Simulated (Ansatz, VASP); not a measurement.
Two plane-wave programs on Nb

```
Nb
1.0
     3.31123    0.00000    0.00000
     0.00000    3.31123    0.00000
     0.00000    0.00000    3.31123
Nb
2
Direct
  0.00000 0.00000 0.00000
  0.50000 0.50000 0.50000
```

Alike in both runs: task single point; functional PBE; k mesh 10 × 10 × 10; occupations fermi-dirac, width 0.05 eV; no spin polarisation.

```csv
,VASP,Ansatz
version,VASP 6.6.1,Ansatz 0.2.0
potentials or method,"VASP PAW PBE potentials, release 64 (Nb_sv)","PAW with Ansatz's default frozen-core files, scalar-relativistic"
plane-wave cutoff (eV),520,420
valence electrons in the cell,26,26
```

Ansatz gave:

```
pressure (GPa) : -0.2
```

What did VASP give for the same quantities?

Pressure (GPa): -0.5.

The functional is the same, so the differences come from potentials, cutoffs and numerics.
